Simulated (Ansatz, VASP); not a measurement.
Sn in VASP and in Ansatz

```
Sn
1.0
    -1.85553    1.85553    1.85553
     1.85553   -1.85553    1.85553
     1.85553    1.85553   -1.85553
Sn
1
Direct
  0.00000 0.00000 0.00000
```

Alike in both runs: functional LDA; k mesh 16 × 16 × 16; occupations fermi-dirac, width 0.08 eV; no spin polarisation.

Ansatz relaxed the structure, and its values are those at the end. VASP's run is a single point on that final structure, the one shown.

|  | VASP | Ansatz |
| --- | --- | --- |
| version | VASP 6.6.1 | Ansatz 0.2.0 |
| potentials or method | VASP PAW LDA potentials, release 64 (Sn_d) | PAW with Ansatz's default frozen-core files, scalar-relativistic |
| plane-wave cutoff (eV) | 520 | 420 |
| valence electrons in the cell | 14 | 14 |

```tsv
	VASP	Ansatz	Ansatz less VASP
pressure (GPa)	0.0	0.0	+0.01
```

LDA's correlation is that of Perdew and Zunger in VASP and of Perdew and Wang (1992) in Ansatz.
